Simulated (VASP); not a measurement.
## Si: single point with r2SCAN

The system is Si.

```
CELL_PARAMETERS angstrom
-2.30023 2.30023 1.34920
2.30023 -2.30023 1.34920
2.30023 2.30023 -1.34920
ATOMIC_POSITIONS crystal
Si 0.25000 0.75000 0.50000
Si 0.50000 0.50000 0.00000
```

This cell differs from its parent crystal: strain -0.030 along x and y, +0.015 along z.

| Property | Result |
| --- | --- |
| Program | VASP 6.6.1 |
| Task | single point |
| Functional | r2SCAN |
| Potentials or basis | VASP PAW PBE potentials, release 64 (Si) |
| Cutoff | 520 eV |
| k mesh | 20 × 20 × 20 |
| Occupations | gaussian, width 0.15 eV |
| Spin | no spin polarisation |
| Dipole correction | no |
| Further INCAR settings | ALGO = Normal; EDIFF = 1e-07; NBANDS = 11 |

```yaml
Pressure: 9.8 GPa
Band_gap_on_the_k_mesh: zero (bands 4 and 5 overlap by 7.84 eV)
```

Stress tensor (GPa, compression positive):
```
12.46  0.00  0.00
 0.00 12.46  0.00
 0.00  0.00  4.62
```

Levels at points of the mesh, in eV from the Fermi level:
```tsv
k point	band 1	band 2	band 3	band 4	band 5	band 6	band 7	band 8
(0.00, 0.00, 0.00)	-15.13	-2.52	-2.52	-0.78	1.77	7.67	9.22	10.22
(0.50, 0.00, 0.00)	-8.69	-7.77	-2.35	-2.23	-1.41	0.95	5.30	6.12
(0.50, 0.50, 0.00)	-11.57	-11.57	0.62	0.62	3.70	3.70	8.08	8.08
(0.50, 0.50, 0.50)	-8.57	-8.57	-7.51	-7.51	4.91	4.91	15.28	15.28
```

Wall time 6.5 min on 1 thread of Intel(R) Xeon(R) 6975P-C (Granite Rapids), with other jobs on the host, peak memory 0.28 GiB.

Caveat: the cell differs from its parent crystal (strain -0.030 along x and y, +0.015 along z); the stress differs along the axes, from 5 to 12 GPa; the PAW data sets were made with another functional, which shifts forces and pressure a little.
